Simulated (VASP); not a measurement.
Here is a VASP 6.6.1 calculation.

File INCAR:

```
ALGO = Normal ; EDIFF = 1E-7
ENCUT = 520 ; ISIF = 2
ISMEAR = -1 ; ISPIN = 2
LASPH = T ; LCHARG = F
LMAXMIX = 4 ; LORBIT = 11
LREAL = F ; LWAVE = F
MAGMOM = 4 0 0 ; NBANDS = 24
NELM = 150 ; PREC = Accurate
SIGMA = 0.05
```

The input KPOINTS:

```
k-points
0
Gamma
  11 11 6
```

Contents of POSCAR:

```
MnO2
1.0
    2.7982643040      0.0000000000      0.0000000000
   -1.3991321520      2.4233679738      0.0000000000
    0.0000000000      0.0000000000      4.5074421091
Mn O
1 2
Direct
    0.0000000000      0.0000000000      0.5000000000
    0.3333333333      0.6666666667      0.7062925700
    0.6666666667      0.3333333333      0.2937074300
```

Potentials or basis: VASP PAW LDA potentials, release 64 (Mn_pv, O).

The run is started by

```bash
$ cat potpaw_LDA.64/Mn_pv/POTCAR potpaw_LDA.64/O/POTCAR > POTCAR
$ mpirun -np 1 vasp_std > vasp.out
```

(1) Predict the net moment.

(2) Estimate the largest force.

(3) Estimate the site moments.

(4) Predict the pressure.

## Answers

(1) 2.99 μB per cell.

(2) 0.504 eV/Å.

(3) Mn +2.72; O +0.09 μB.

(4) 5.6 GPa.

Caveat: the cell stands under pressure; a cell with one magnetic atom can't hold antiferromagnetic order, which such compounds often take.
